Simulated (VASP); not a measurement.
Write the native input for VASP 6.6.1 that does the following.

```
Task                   : single point
Functional             : PBE
Potentials or basis    : VASP PAW PBE potentials, release 64 (Si, Se)
Cutoff                 : 520 eV
k mesh                 : 8 × 8 × 4
Occupations            : gaussian, width 0.1 eV
Spin                   : no spin polarisation
Dipole correction      : no
Further INCAR settings : ALGO = Normal; EDIFF = 1e-06; NBANDS = 20
```

The structure of Si3Se2 lies in POSCAR:

```
Si3Se2
1.0
    3.7469235428      0.0000000000      0.0000000000
    0.0000000000      3.7469235428      0.0000000000
    0.0000000000      0.0000000000      9.8832447590
Si Se
3 2
Direct
    0.0000000000      0.5000000000      0.1402530092
    0.5000000000      0.0000000000      0.8597469908
    0.0000000000      0.0000000000      0.0000000000
    0.5000000000      0.5000000000      0.2858113214
    0.5000000000      0.5000000000      0.7141886786
```

One way to write it, as run:

INCAR

```
ALGO     = Normal         # electronic algorithm
EDIFF    = 1E-6           # SCF threshold, eV
ENCUT    = 520            # plane-wave cutoff, eV
GGA      = PE             # functional
ISIF     = 2              # what is computed and relaxed
ISMEAR   = 0              # smearing method
LASPH    = T              # aspherical terms in the spheres
LCHARG   = F              # write CHGCAR
LREAL    = F              # projectors in reciprocal space
LWAVE    = F              # write WAVECAR
NBANDS   = 20             # bands
NELM     = 60             # most SCF steps
PREC     = Accurate       # precision mode
SIGMA    = 0.1            # smearing width, eV
```

KPOINTS

```
k-points
0
Gamma
  8 8 4
```

Potentials or basis: VASP PAW PBE potentials, release 64 (Si, Se).

Command:

```console
$ cat potpaw_PBE.64/Si/POTCAR potpaw_PBE.64/Se/POTCAR > POTCAR
$ mpirun -np 1 vasp_std > vasp.out
```

Results of the run:

* Pressure: 0.0 GPa
* Largest force: 0.023 eV/Å

Caveat: this functional lacks dispersion, which binds the layers, so the pressure and a relaxed spacing across them are unreliable.

Run time: 96 s on 1 thread of AMD EPYC 7R43 64-Core Processor (Zen 3) (shared host), peak memory 0.26 GiB.
